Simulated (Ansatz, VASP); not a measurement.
# Si: VASP beside Ansatz

Contents of INCAR:

```
SYSTEM = Si
ALGO = Normal
EDIFF = 1E-6
ENCUT = 520
GGA = CA
ISIF = 2
ISMEAR = 0
LASPH = .True.
LCHARG = .False.
LREAL = .False.
LWAVE = .False.
NBANDS = 26
NELM = 80
PREC = Accurate
SIGMA = 0.03
```

The input KPOINTS:

```
k-points
0
Gamma
  10 6 6
  0 0 0
```

Contents of POSCAR:

```
Si
1.0
   -3.8019755419      0.0000000000      0.0000000000
    0.0000000000      0.0000000000     -6.2891200223
    0.0000000000     -6.5852148077      0.0000000000
Si
8
Direct
    0.5000000000      0.9369667109      0.1780558168
    1.0000000000      0.9369667109      0.6780558168
    1.0000000000      0.4369667109      0.3219441832
    0.5000000000      0.4369667109      0.8219441832
    0.5000000000      0.5630332891      0.1552775166
    1.0000000000      0.5630332891      0.6552775166
    1.0000000000      0.0630332891      0.3447224834
    0.5000000000      0.0630332891      0.8447224834
```

Input for Ansatz:

```yaml
crystal:
  lattice:
    - [-3.8019755419, 0.0, 0.0]
    - [0.0, 0.0, -6.2891200223]
    - [0.0, -6.5852148077, 0.0]
  atoms:
    - { symbol: Si, position: [0.5, 0.9369667109, 0.1780558168] }
    - { symbol: Si, position: [1.0, 0.9369667109, 0.6780558168] }
    - { symbol: Si, position: [1.0, 0.4369667109, 0.3219441832] }
    - { symbol: Si, position: [0.5, 0.4369667109, 0.8219441832] }
    - { symbol: Si, position: [0.5, 0.5630332891, 0.1552775166] }
    - { symbol: Si, position: [1.0, 0.5630332891, 0.6552775166] }
    - { symbol: Si, position: [1.0, 0.0630332891, 0.3447224834] }
    - { symbol: Si, position: [0.5, 0.0630332891, 0.8447224834] }
basis:
  ecutwfc: 420
kpoints:
  mp_grid: { grid: [10, 6, 6] }
hamiltonian:
  xc: lda
scf:
  occupations: { method: gaussian, width: 0.03 }
output:
  forces: true
  stress: true
  eigenvalues: true
```

Change from the starting cell: mode 4 (95.0 1/cm) frozen in, largest displacement +0.075 Å.

Alike in both runs: task single point; functional LDA; k mesh 10 × 6 × 6; occupations gaussian, width 0.03 eV; no spin polarisation.

|  | VASP | Ansatz |
| --- | --- | --- |
| version | VASP 6.6.1 | Ansatz 0.2.0 |
| potentials or method | VASP PAW LDA potentials, release 64 (Si), cutoff 520 eV | scalar-relativistic, plane waves, PAW |
| valence electrons in the cell | 32 | 32 |

|  | VASP | Ansatz | Ansatz less VASP |
| --- | --- | --- | --- |
| gap on the k mesh at the Fermi level (eV) | 0.28 | 0.29 | +0.002 |
| least direct gap on the mesh (eV) | 0.28 | 0.29 | +0.002 |
| pressure (GPa) | -0.1 | -0.1 | -0.05 |
| traceless stress, the component that is largest in VASP (GPa) | -0.20 | -0.19 | +0.008 |
| rms of the force components (eV/Å) | 0.046 | 0.046 | -0.0001 |

LDA's correlation is that of Perdew and Zunger in VASP and of Perdew and Wang (1992) in Ansatz. Atom by atom the forces differ by 0.000 eV/Å (rms over components).
